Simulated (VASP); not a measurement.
# Mo (I4/mmm) in VASP: further runs

Mo is run at these levels: PBEsol; tasks: single point.

Program: VASP 6.6.1. These are calculated values, not measurements. Logs are shortened: lines on timing, memory, paths and dates and some standing lists are left out, and cuts for length are marked.

### Step 1. The cell of the first run

Symmetry: I4/mmm, No. 139, tetragonal system. The conventional cell has a = 3.236 Å, b = 3.236 Å, c = 3.048 Å, α = 90.00°, β = 90.00°, γ = 90.00°. Within 3.6 Å of Mo (site symmetry 4/mmm) lie 14 Mo at 2.75 to 3.24 Å.

### Step 2. Single point, PBEsol (strain +0.030 along x and y, -0.030 along z)

INCAR

```
SYSTEM = Mo
PREC = Accurate
ENCUT = 500
EDIFF = 1E-6
ISMEAR = 0
SIGMA = 0.15
LREAL = .FALSE.
LASPH = .TRUE.
NELM = 120
ALGO = Normal
ISIF = 2
LWAVE = .FALSE.
LCHARG = .TRUE.
GGA = PS
LELF = .TRUE.
LVHAR = .TRUE.
NBANDS = 13
GGA_COMPAT = .FALSE.
```

KPOINTS

```
Automatic mesh
0
G
  22 22 22
  0 0 0
```

POSCAR

```
Mo
1.0
   -1.6181300000      1.6181300000      1.5238700000
    1.6181300000     -1.6181300000      1.5238700000
    1.6181300000      1.6181300000     -1.5238700000
Mo
1
Direct
    0.0000000000      0.0000000000      0.0000000000
```

Potentials or basis: VASP PAW PBE potentials, release 64 (Mo_sv).

Launch:

```console
cat potpaw_PBE.64/Mo_sv/POTCAR > POTCAR
mpirun -np 1 vasp_std > vasp.out
```

OUTCAR:

```text
SYSTEM = Mo
   PREC = Accurate
   ENCUT = 500
   EDIFF = 1E-6
   ISMEAR = 0
   LREAL = .FALSE.
   LASPH = .TRUE.
   NELM = 120
   ISIF = 2
   GGA = PS

 ion  position               nearest neighbor table
   1  0.000  0.000  0.000-

  LATTYP: Found a body centered tetragonal cell.
 ALAT       =     3.2362600000
 C/A-ratio  =     0.9417475728

  Lattice vectors:

 A1 = (  -1.6181300000,   1.6181300000,   1.5238700000)
 A2 = (   1.6181300000,  -1.6181300000,   1.5238700000)
 A3 = (   1.6181300000,   1.6181300000,  -1.5238700000)

Analysis of symmetry for initial positions (statically):
=====================================================================
 Subroutine PRICEL returns:
 Original cell was already a primitive cell.

 Routine SETGRP: Setting up the symmetry group for a
 body centered tetragonal supercell.

 Subroutine GETGRP returns: Found 16 space group operations
 (whereof 16 operations were pure point group operations)
 out of a pool of 16 trial point group operations.

The static configuration has the point symmetry D_4h.

Analysis of symmetry for dynamics (positions and initial velocities):
=====================================================================
 Subroutine PRICEL returns:
 Original cell was already a primitive cell.

 Routine SETGRP: Setting up the symmetry group for a
 body centered tetragonal supercell.

 Subroutine GETGRP returns: Found 16 space group operations
 (whereof 16 operations were pure point group operations)
 out of a pool of 16 trial point group operations.

The dynamic configuration has the point symmetry D_4h.

 Subroutine INISYM returns: Found 16 space group operations
 (whereof 16 operations are pure point group operations),
 and found     1 'primitive' translations

----------------------------------------------------------------------------------------

                                     Primitive cell

  volume of cell :      15.9601

  direct lattice vectors                    reciprocal lattice vectors
    -1.618130000  1.618130000  1.523870000     0.000000000  0.308998659  0.328111978
     1.618130000 -1.618130000  1.523870000     0.308998659  0.000000000  0.328111978
     1.618130000  1.618130000 -1.523870000     0.308998659  0.308998659  0.000000000

  length of vectors
     2.749339770  2.749339770  2.749339770     0.450707934  0.450707934  0.436990094

  position of ions in fractional coordinates (direct lattice)
     0.000000000  0.000000000  0.000000000

  ion indices of the primitive-cell ions
   primitive index   ion index
                 1           1

----------------------------------------------------------------------------------------

 KPOINTS: Automatic mesh

Automatic generation of k-mesh.
 Grid dimensions read from file:
 generate k-points for:   22   22   22

 Generating k-lattice:

  Cartesian coordinates                     Fractional coordinates (reciprocal lattice)
     0.000000000  0.014045394  0.014914181     0.045454545  0.000000000 -0.000000000
     0.014045394  0.000000000  0.014914181     0.000000000  0.045454545 -0.000000000
     0.014045394  0.014045394  0.000000000     0.000000000  0.000000000  0.045454545

  Length of vectors
     0.020486724  0.020486724  0.019863186

  Shift w.r.t. Gamma in fractional coordinates (k-lattice)
     0.000000000  0.000000000  0.000000000

 Subroutine IBZKPT returns following result:
 ===========================================

 Found    834 irreducible k-points:

 Following reciprocal coordinates:
            Coordinates               Weight
  0.000000  0.000000  0.000000      1.000000
  0.045455  0.000000  0.000000      8.000000
  0.090909  0.000000  0.000000      8.000000
  0.136364  0.000000 -0.000000      8.000000
  0.181818  0.000000  0.000000      8.000000
  0.227273  0.000000 -0.000000      8.000000
[... 16 lines left out ...]
  0.500000  0.045455  0.000000     16.000000
 -0.454545  0.045455  0.000000     16.000000
 [... further k-points ...]
   k-points           NKPTS =    834   k-points in BZ     NKDIM =    834   number of bands    NBANDS=     13
   number of dos      NEDOS =    301   number of ions     NIONS =      1
   total plane-waves  NPLWV =   8000
   dimension x,y,z NGX =    20 NGY =   20 NGZ =   20
   dimension x,y,z NGXF=    40 NGYF=   40 NGZF=   40
   ions per type =               1
   NGX,Y,Z   is equivalent  to a cutoff of  12.09, 12.09, 12.09 a.u.
   NGXF,Y,Z  is equivalent  to a cutoff of  24.19, 24.19, 24.19 a.u.
 SYSTEM =  Mo
   PREC   = accura    normal or accurate (medium, high low for compatibility)
   ISTART =      0    job   : 0-new  1-cont  2-samecut
   ICHARG =      2    charge: 1-file 2-atom 10-const
   ISPIN  =      1    spin polarized calculation?
   LNONCOLLINEAR =      F non collinear calculations
   LSORBIT =      F    spin-orbit coupling
   LASPH  =      T    aspherical Exc in radial PAW
   ENCUT  =  500.0 eV  36.75 Ry    6.06 a.u.   5.01  5.01  5.01*2*pi/ulx,y,z
   NELM   =    120;   NELMIN=  2; NELMDL= -5     # of ELM steps
   EDIFF  = 0.1E-05   stopping-criterion for ELM
   LREAL  =      F    real-space projection
   EDIFFG = 0.1E-04   stopping-criterion for IOM
   NSW    =      0    number of steps for IOM
   IBRION =     -1    ionic relax: 0-MD 1-quasi-New 2-CG
   NFREE  =      0    steps in history (QN), initial steepest desc. (CG)
   ISIF   =      2    stress and relaxation
   ISYM   =      2    0-nonsym 1-usesym 2-fastsym
   POTIM  = 0.5000    time-step for ionic-motion
   TEBEG  =    0.0;   TEEND  =   0.0 temperature during run
   PSTRESS=    0.0 pullay stress
   NELECT =      14.0000    total number of electrons
   NUPDOWN=      -1.0000    fix difference up-down
   EMIN   =  10.00;   EMAX   =-10.00  energy-range for DOS
   EFERMI =   0.00;   METHOD = LEGACY
   ISMEAR =     0;   SIGMA  =   0.15  broadening in eV -4-tet -1-fermi 0-gaus
   EFERMI_NEDOS =   21; number of points for ismear=-14 and -15
   IALGO  =     38    algorithm
   IMIX   =      4    mixing-type and parameters
     AMIX     =   0.40;   BMIX     =  1.00
     AMIX_MAG =   1.60;   BMIX_MAG =  1.00
  volume/ion in A,a.u.               =      15.96       107.70
  Fermi-wavevector in a.u.,A,eV,Ry     =   1.567133  2.961452 33.414639  2.455907
  Thomas-Fermi vector in A             =   2.669358
   LORBIT       =      0    0 simple, 1 ext, 2 COOP (PROOUT), +10 PAW based schemes
   GGA     = PS    functional components
   LHFCALC =     F    Hartree Fock is set to
   AEXX    =    0.0000 exact exchange contribution
   IVDW    =     0    specifies the selected vdW correction
   LEPSILON=     F    determine dielectric tensor
   LRPA    =     F    only Hartree local field effects (RPA)
 non-spin polarized calculation
 Gauss-broadening in eV      SIGMA  =   0.15
  energy-cutoff  :      500.00
  volume of cell :       15.96
 maximum number of plane-waves:       418
   NGX =  9   NGY =  9   NGZ =  9

 number of electron      13.9999999 magnetization

 Free energy of the ion-electron system (eV)
  ---------------------------------------------------
  ext. energy  EPLUGINS =         0.00000000
  ---------------------------------------------------
  free energy    TOTEN  =       -11.72647006 eV

  energy without entropy =      -11.71884952  energy(sigma->0) =      -11.72265979

 E-fermi :  12.1236     XC(G=0): -13.4104

 val. band max:       12.1234791077   @ k =  -0.3636   0.3636   0.1818
 cond. band min:      12.1282915624   @ k =  -0.1818   0.1818   0.1364
 fundamental gap:      0.0048124547
 Fermi energy:        12.1236240158

 k-point     1 :       0.0000    0.0000    0.0000
  band No.  band energies     occupation
      1     -49.0530      2.00000
      2     -22.3975      2.00000
      3     -22.3975      2.00000
      4     -22.3652      2.00000
      5       4.9193      2.00000
      6      10.3758      2.00000
      7      11.0747      2.00000
      8      11.0747      2.00000
      9      13.2598      0.00000
     10      14.1521      0.00000
     11      26.5641      0.00000
     12      26.5641      0.00000
     13      27.7369      0.00000

 k-point     2 :       0.0455    0.0000    0.0000
  band No.  band energies     occupation
      1     -49.0480      2.00000
      2     -22.4166      2.00000
      3     -22.4067      2.00000
      4     -22.3756      2.00000
      5       5.0117      2.00000
      6      10.3924      2.00000
      7      11.0595      2.00000
      8      11.0869      2.00000
      9      13.2555      0.00000
     10      14.0885      0.00000
     11      26.7066      0.00000
     12      26.7230      0.00000
     13      27.8286      0.00000

 k-point     3 :       0.0909    0.0000    0.0000
  band No.  band energies     occupation
      1     -49.0334      2.00000
      2     -22.4943      2.00000
      3     -22.4334      2.00000
      4     -22.3836      2.00000
      5       5.2806      2.00000
      6      10.3702      2.00000
      7      11.0033      2.00000
      8      11.2024      2.00000
      9      13.2464      0.00000
     10      13.9409      0.00000
     11      27.0658      0.00000
     12      27.1897      0.00000
     13      28.0792      0.00000
[... 305 lines left out ...]
 k-point    23 :       0.5000    0.0455    0.0000
  band No.  band energies     occupation
      1     -48.8017      2.00000
      2     -23.6857      2.00000
      3     -22.8395      2.00000
      4     -22.4352      2.00000
      5       6.9527      2.00000
      6       8.6355      2.00000
      7      13.3861      0.00000
      8      13.8231      0.00000
      9      14.9316      0.00000
     10      16.9016      0.00000
     11      23.6364      0.00000
     12      24.1534      0.00000
     13      28.6493      0.00000

 k-point    24 :      -0.4545    0.0455    0.0000
  band No.  band energies     occupation
      1     -48.8122      2.00000
      2     -23.6356      2.00000
      3     -22.8223      2.00000
      4     -22.4322      2.00000
      5       7.0234      2.00000
      6       8.7064      2.00000
      7      12.9524      0.00000
      8      13.8117      0.00000
      9      14.7411      0.00000
     10      16.5057      0.00000
     11      23.9981      0.00000
     12      24.6603      0.00000
     13      29.2197      0.00000

 [... further k-points ...]

------------------------ aborting loop because EDIFF is reached ----------------------------------------

  FORCE on cell =-STRESS in cart. coord.  units (eV):
  Direction    XX          YY          ZZ          XY          YZ          ZX
  --------------------------------------------------------------------------------------
  -------------------------------------------------------------------------------------
  Total       -1.5239061     -1.5239061      0.2225240      0.0000000     -0.0000000      0.0000000
  in kB     -152.9797853   -152.9797853     22.3384332      0.0000000     -0.0000000      0.0000000
  external PRESSURE =     -94.5403791 kB  Pullay stress =       0.0000000 kB

 VOLUME and BASIS-vectors are now :
 -----------------------------------------------------------------------------
  energy-cutoff  :      500.00
  volume of cell :       15.96
      direct lattice vectors                 reciprocal lattice vectors
    -1.618130000  1.618130000  1.523870000     0.000000000  0.308998659  0.328111978
     1.618130000 -1.618130000  1.523870000     0.308998659  0.000000000  0.328111978
     1.618130000  1.618130000 -1.523870000     0.308998659  0.308998659  0.000000000

 POSITION                                       TOTAL-FORCE (eV/Angst)
 -----------------------------------------------------------------------------------
      0.00000      0.00000      0.00000         0.000000      0.000000      0.000000
 -----------------------------------------------------------------------------------
    total drift:                                0.000000     -0.000000      0.000000

  FREE ENERGIE OF THE ION-ELECTRON SYSTEM (eV)
  ---------------------------------------------------
  free  energy   TOTEN  =       -11.7264700551 eV

  energy  without entropy=      -11.7188495177  energy(sigma->0) =      -11.72265979
```

Wall time 3 min (1 thread of Intel Xeon 8259CL, shared host); peak memory 0.25 GiB.

What came out:

* Free energy: -11.7265 eV
* Pressure: -9.5 GPa
* Band gap on the k mesh: zero (bands 7 and 8 overlap by 5.06 eV)

Stress tensor (GPa, compression positive):
```
-15.30   0.00   0.00
  0.00 -15.30   0.00
  0.00   0.00   2.23
```

Caveat: the cell differs from its parent crystal (strain +0.030 along x and y, -0.030 along z); the cell stands under tension; the PAW data sets were made with another functional, which shifts forces and pressure a little.

(Part 1 of 2 ends here.)
